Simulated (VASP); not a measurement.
# TiSi2 (Cmcm) in VASP: single point with r2SCAN+rVV10

Aim: the single point of TiSi2 with r2SCAN+rVV10.

All numbers are computed with VASP 6.6.1; they aren't measurements. Logs are shortened: lines on timing, memory, paths and dates and some standing lists are left out, and cuts for length are marked.

## Step 1: The cell of the first run

It takes space group Cmcm (No. 63, orthorhombic). The conventional cell has a = 3.530 Å, b = 13.519 Å, c = 3.565 Å, α = 90.00°, β = 90.00°, γ = 90.00°. Within 3.6 Å of Ti (site symmetry m2m) lie 10 Si at 2.58 to 2.81 Å and 6 Ti at 3.31 to 3.57 Å. Si (site symmetry m2m) has 6 Si at 2.38 to 3.15 Å and 6 Ti at 2.58 to 2.81 Å within 3.2 Å. Si (site symmetry m2m) has 8 Si at 2.51 to 3.15 Å and 4 Ti at 2.66 to 2.67 Å within 3.3 Å.

## Step 2: Single point, r2SCAN+rVV10

File POSCAR:

```
TiSi2
1.0
    1.7651050200     -6.7592815400      0.0000000000
    1.7651050200      6.7592815400      0.0000000000
    0.0000000000      0.0000000000      3.5651739700
Ti Si
2 4
Direct
    0.8968819200      0.1031180800      0.7500000000
    0.1031180800      0.8968819200      0.2500000000
    0.5582514500      0.4417485500      0.7500000000
    0.4417485500      0.5582514500      0.2500000000
    0.2496851800      0.7503148200      0.7500000000
    0.7503148200      0.2496851800      0.2500000000
```

File INCAR.step1:

```
SYSTEM = TiSi2
PREC = Accurate
ENCUT = 520
ISMEAR = 0
SIGMA = 0.1
LREAL = .False.
LASPH = .True.
NELM = 80
NBANDS = 29
GGA = PE
ALGO = Normal
EDIFF = 1E-4
LWAVE = .True.
LCHARG = .False.
```

File INCAR.step2:

```
SYSTEM = TiSi2
PREC = Accurate
ENCUT = 520
EDIFF = 1E-7
ISMEAR = 0
SIGMA = 0.1
LREAL = .False.
LASPH = .True.
NELM = 80
ALGO = Normal
ISIF = 2
LWAVE = .False.
LCHARG = .False.
METAGGA = R2SCAN
LMIXTAU = .True.
LUSE_VDW = .True.
IVDW_NL = 2
BPARAM = 11.95
CPARAM = 0.0093
NBANDS = 29
ISTART = 1
```

File KPOINTS:

```
Automatic mesh
0
Gamma
  6 6 6
  0 0 0
```

Potentials or basis: VASP PAW PBE potentials, release 64 (Ti_sv, Si).

Command:

```bash
> cat potpaw_PBE.64/Ti_sv/POTCAR potpaw_PBE.64/Si/POTCAR > POTCAR
> cp INCAR.step1 INCAR
> mpirun -np 1 vasp_std > vasp.out
> cp INCAR.step2 INCAR
> mpirun -np 1 vasp_std > vasp.out
```

OUTCAR:

```text
SYSTEM = TiSi2
   PREC = Accurate
   ENCUT = 520
   EDIFF = 1E-7
   ISMEAR = 0
   LREAL = .False.
   LASPH = .True.
   NELM = 80
   ISIF = 2
   METAGGA = R2SCAN
   IVDW_NL = 2
   BPARAM = 11.95
   ISTART = 1

 ion  position               nearest neighbor table
   1  0.897  0.103  0.750-   4 2.58   4 2.58   4 2.58   4 2.58   5 2.66   5 2.66   6 2.67   6 2.67
                             3 2.81   3 2.81
   2  0.103  0.897  0.250-   3 2.58   3 2.58   3 2.58   3 2.58   6 2.66   6 2.66   5 2.67   5 2.67
                             4 2.81   4 2.81
   3  0.558  0.442  0.750-   4 2.38   4 2.38   2 2.58   2 2.58   2 2.58   2 2.58   1 2.81   1 2.81
                             5 3.13   5 3.13
   4  0.442  0.558  0.250-   3 2.38   3 2.38   1 2.58   1 2.58   1 2.58   1 2.58   2 2.81   2 2.81
                             6 3.13   6 3.13
   5  0.250  0.750  0.750-   6 2.51   6 2.51   6 2.51   6 2.51   1 2.66   1 2.66   2 2.67   2 2.67
                             3 3.13   3 3.13
   6  0.750  0.250  0.250-   5 2.51   5 2.51   5 2.51   5 2.51   2 2.66   2 2.66   1 2.67   1 2.67
                             4 3.13   4 3.13

  LATTYP: Found a base centered orthorhombic cell.
 ALAT       =     3.5302100400
 B/A-ratio  =     3.8293934148
 C/A-ratio  =     1.0099042067

  Lattice vectors:

 A1 = (   1.7651050200,  -6.7592815400,   0.0000000000)
 A2 = (   1.7651050200,   6.7592815400,   0.0000000000)
 A3 = (   0.0000000000,   0.0000000000,   3.5651739700)

Analysis of symmetry for initial positions (statically):
=====================================================================
 Subroutine PRICEL returns:
 Original cell was already a primitive cell.

 Routine SETGRP: Setting up the symmetry group for a
 base centered orthorhombic supercell.

 Subroutine GETGRP returns: Found  8 space group operations
 (whereof  4 operations were pure point group operations)
 out of a pool of  8 trial point group operations.

The static configuration has the point symmetry C_2h.
 The point group associated with its full space group is D_2h.

Analysis of symmetry for dynamics (positions and initial velocities):
=====================================================================
 Subroutine PRICEL returns:
 Original cell was already a primitive cell.

 Routine SETGRP: Setting up the symmetry group for a
 base centered orthorhombic supercell.

 Subroutine GETGRP returns: Found  8 space group operations
 (whereof  4 operations were pure point group operations)
 out of a pool of  8 trial point group operations.

The dynamic configuration has the point symmetry C_2h.
 The point group associated with its full space group is D_2h.

 Subroutine INISYM returns: Found  8 space group operations
 (whereof  4 operations are pure point group operations),
 and found     1 'primitive' translations

----------------------------------------------------------------------------------------

                                     Primitive cell

  volume of cell :      85.0711

  direct lattice vectors                    reciprocal lattice vectors
     1.765105020 -6.759281540  0.000000000     0.283269264 -0.073972359  0.000000000
     1.765105020  6.759281540  0.000000000     0.283269264  0.073972359  0.000000000
     0.000000000  0.000000000  3.565173970     0.000000000  0.000000000  0.280491221

  length of vectors
     6.985948945  6.985948945  3.565173970     0.292768485  0.292768485  0.280491221

  position of ions in fractional coordinates (direct lattice)
     0.896881920  0.103118080  0.750000000
     0.103118080  0.896881920  0.250000000
     0.558251450  0.441748550  0.750000000
     0.441748550  0.558251450  0.250000000
     0.249685180  0.750314820  0.750000000
     0.750314820  0.249685180  0.250000000

  ion indices of the primitive-cell ions
   primitive index   ion index
                 1           1
                 2           2
                 3           3
                 4           4
                 5           5
                 6           6

----------------------------------------------------------------------------------------

 KPOINTS: Automatic mesh

Automatic generation of k-mesh.
 Grid dimensions read from file:
 generate k-points for:    6    6    6

 Generating k-lattice:

  Cartesian coordinates                     Fractional coordinates (reciprocal lattice)
     0.047211544 -0.012328726  0.000000000     0.166666667  0.000000000  0.000000000
     0.047211544  0.012328726  0.000000000     0.000000000  0.166666667  0.000000000
     0.000000000  0.000000000  0.046748537     0.000000000  0.000000000  0.166666667

  Length of vectors
     0.048794748  0.048794748  0.046748537

  Shift w.r.t. Gamma in fractional coordinates (k-lattice)
     0.000000000  0.000000000  0.000000000

 Subroutine IBZKPT returns following result:
 ===========================================

 Found     52 irreducible k-points:

 Following reciprocal coordinates:
            Coordinates               Weight
  0.000000  0.000000  0.000000      1.000000
  0.166667  0.000000  0.000000      4.000000
  0.333333  0.000000  0.000000      4.000000
  0.500000  0.000000  0.000000      2.000000
  0.166667  0.166667  0.000000      2.000000
  0.333333  0.166667  0.000000      4.000000
[... 16 lines left out ...]
  0.333333  0.333333  0.166667      4.000000
  0.500000  0.333333  0.166667      8.000000
 [... further k-points ...]
   k-points           NKPTS =     52   k-points in BZ     NKDIM =     52   number of bands    NBANDS=     29
   number of dos      NEDOS =    301   number of ions     NIONS =      6
   total plane-waves  NPLWV =  81648
   dimension x,y,z NGX =    54 NGY =   54 NGZ =   28
   dimension x,y,z NGXF=   108 NGYF=  108 NGZF=   56
   ions per type =               2   4
   NGX,Y,Z   is equivalent  to a cutoff of  12.85, 12.85, 13.06 a.u.
   NGXF,Y,Z  is equivalent  to a cutoff of  25.70, 25.70, 26.11 a.u.
 SYSTEM =  TiSi2
   PREC   = accura    normal or accurate (medium, high low for compatibility)
   ISTART =      1    job   : 0-new  1-cont  2-samecut
   ICHARG =      0    charge: 1-file 2-atom 10-const
   ISPIN  =      1    spin polarized calculation?
   LNONCOLLINEAR =      F non collinear calculations
   LSORBIT =      F    spin-orbit coupling
   LASPH  =      T    aspherical Exc in radial PAW
   ENCUT  =  520.0 eV  38.22 Ry    6.18 a.u.  12.99 12.99  6.63*2*pi/ulx,y,z
   NELM   =     80;   NELMIN=  2; NELMDL=  0     # of ELM steps
   EDIFF  = 0.1E-06   stopping-criterion for ELM
   LREAL  =      F    real-space projection
   EDIFFG = 0.1E-05   stopping-criterion for IOM
   NSW    =      0    number of steps for IOM
   IBRION =     -1    ionic relax: 0-MD 1-quasi-New 2-CG
   NFREE  =      0    steps in history (QN), initial steepest desc. (CG)
   ISIF   =      2    stress and relaxation
   ISYM   =      2    0-nonsym 1-usesym 2-fastsym
   POTIM  = 0.5000    time-step for ionic-motion
   TEBEG  =    0.0;   TEEND  =   0.0 temperature during run
   PSTRESS=    0.0 pullay stress
   NELECT =      40.0000    total number of electrons
   NUPDOWN=      -1.0000    fix difference up-down
   EMIN   =  10.00;   EMAX   =-10.00  energy-range for DOS
   EFERMI =   0.00;   METHOD = LEGACY
   ISMEAR =     0;   SIGMA  =   0.10  broadening in eV -4-tet -1-fermi 0-gaus
   EFERMI_NEDOS =   21; number of points for ismear=-14 and -15
   IALGO  =     38    algorithm
   IMIX   =      4    mixing-type and parameters
     AMIX     =   0.40;   BMIX     =  1.00
     AMIX_MAG =   1.60;   BMIX_MAG =  1.00
  volume/ion in A,a.u.               =      14.18        95.68
  Fermi-wavevector in a.u.,A,eV,Ry     =   1.273017  2.405653 22.049227  1.620572
  Thomas-Fermi vector in A             =   2.405864
   LORBIT       =      0    0 simple, 1 ext, 2 COOP (PROOUT), +10 PAW based schemes
   METAGGA = R2SCAN    functional components
   LHFCALC =     F    Hartree Fock is set to
   AEXX    =    0.0000 exact exchange contribution
   IVDW_NL    =     2    kernel type
   BPARAM     =11.9500
   IVDW    =     0    specifies the selected vdW correction
   LEPSILON=     F    determine dielectric tensor
   LRPA    =     F    only Hartree local field effects (RPA)
 non-spin polarized calculation
 Gauss-broadening in eV      SIGMA  =   0.10
  energy-cutoff  :      520.00
  volume of cell :       85.07
 maximum number of plane-waves:      2318
 NGX is ok and might be reduce to    54
   NGX = 25   NGY = 25   NGZ = 13

 number of electron      40.0000004 magnetization

 Free energy of the ion-electron system (eV)
  ---------------------------------------------------
  ext. energy  EPLUGINS =         0.00000000
  ---------------------------------------------------
  free energy    TOTEN  =       -63.59958744 eV

  energy without entropy =      -63.59101100  energy(sigma->0) =      -63.59529922

 E-fermi :  10.6065     XC(G=0): -12.4488

 val. band max:       10.5695713320   @ k =   0.5000   0.1667   0.0000
 cond. band min:      10.6438710606   @ k =   0.5000   0.3333   0.1667
 fundamental gap:      0.0742997286
 Fermi energy:        10.6065117385

 k-point     1 :       0.0000    0.0000    0.0000
  band No.  band energies     occupation
      1     -48.5890      2.00000
      2     -48.5791      2.00000
      3     -23.9125      2.00000
      4     -23.8626      2.00000
      5     -23.8509      2.00000
      6     -23.8485      2.00000
[... 21 lines left out ...]
     28      13.7394      0.00000
     29      13.9301      0.00000

 k-point     2 :       0.1667    0.0000    0.0000
  band No.  band energies     occupation
      1     -48.5878      2.00000
      2     -48.5780      2.00000
      3     -23.9087      2.00000
      4     -23.8831      2.00000
      5     -23.8670      2.00000
      6     -23.8489      2.00000
[... 21 lines left out ...]
     28      13.8550      0.00000
     29      14.0975      0.00000

 k-point     3 :       0.3333    0.0000    0.0000
  band No.  band energies     occupation
      1     -48.5854      2.00000
      2     -48.5758      2.00000
      3     -23.9241      2.00000
      4     -23.9042      2.00000
      5     -23.9004      2.00000
      6     -23.8448      2.00000
[... 638 lines left out ...]
      5     -23.8951      2.00000
      6     -23.8652      2.00000
[... 21 lines left out ...]
     28      13.9936      0.00000
     29      14.6511      0.00000

 k-point    24 :       0.5000    0.3333    0.1667
  band No.  band energies     occupation
      1     -48.5860      2.00000
      2     -48.5778      2.00000
      3     -23.9013      2.00000
      4     -23.8802      2.00000
      5     -23.8702      2.00000
      6     -23.8656      2.00000
[... 21 lines left out ...]
     28      14.2047      0.00000
     29      14.5174      0.00000

 [... further k-points ...]

------------------------ aborting loop because EDIFF is reached ----------------------------------------

  FORCE on cell =-STRESS in cart. coord.  units (eV):
  Direction    XX          YY          ZZ          XY          YZ          ZX
  --------------------------------------------------------------------------------------
  -------------------------------------------------------------------------------------
  Total       -0.2393533     -0.2194285     -0.3942542      0.0000000      0.0000000      0.0000000
  in kB       -4.5078373     -4.1325848     -7.4251486      0.0000000      0.0000000      0.0000000
  external PRESSURE =      -5.3551902 kB  Pullay stress =       0.0000000 kB

 VOLUME and BASIS-vectors are now :
 -----------------------------------------------------------------------------
  energy-cutoff  :      520.00
  volume of cell :       85.07
      direct lattice vectors                 reciprocal lattice vectors
     1.765105020 -6.759281540  0.000000000     0.283269264 -0.073972359  0.000000000
     1.765105020  6.759281540  0.000000000     0.283269264  0.073972359  0.000000000
     0.000000000  0.000000000  3.565173970     0.000000000  0.000000000  0.280491221

 POSITION                                       TOTAL-FORCE (eV/Angst)
 -----------------------------------------------------------------------------------
      1.76511     -5.36527      2.67388         0.000000     -0.027632      0.000000
      1.76511      5.36527      0.89129         0.000000      0.027632      0.000000
      1.76511     -0.78748      2.67388         0.000000     -0.054850      0.000000
      1.76511      0.78748      0.89129         0.000000      0.054850      0.000000
      1.76511      3.38390      2.67388         0.000000      0.032746      0.000000
      1.76511     -3.38390      0.89129         0.000000     -0.032746     -0.000000
 -----------------------------------------------------------------------------------
    total drift:                                0.000000      0.000000      0.000000

  FREE ENERGIE OF THE ION-ELECTRON SYSTEM (eV)
  ---------------------------------------------------
  free  energy   TOTEN  =       -63.5995874359 eV

  energy  without entropy=      -63.5910110030  energy(sigma->0) =      -63.59529922
```

Run time: 15 min. Hardware: 1 thread of Intel Xeon Platinum 8259CL at 2.50GHz (Skylake/Cascade Lake), shared host; peak memory 0.65 GiB.

Results:

- Free energy: -63.5996 eV
- Pressure: -0.5 GPa
- Largest force: 0.055 eV/Å
- Band gap on the k mesh: zero (bands 20 and 21 overlap by 1.04 eV)

Forces in eV/Å, atoms in the order of the input:
```
Ti   0.000 -0.028  0.000
Ti   0.000  0.028  0.000
Si   0.000 -0.055  0.000
Si   0.000  0.055  0.000
Si   0.000  0.033  0.000
Si   0.000 -0.033  0.000
```

Caveat: the PAW data sets were made with another functional, which shifts forces and pressure a little.
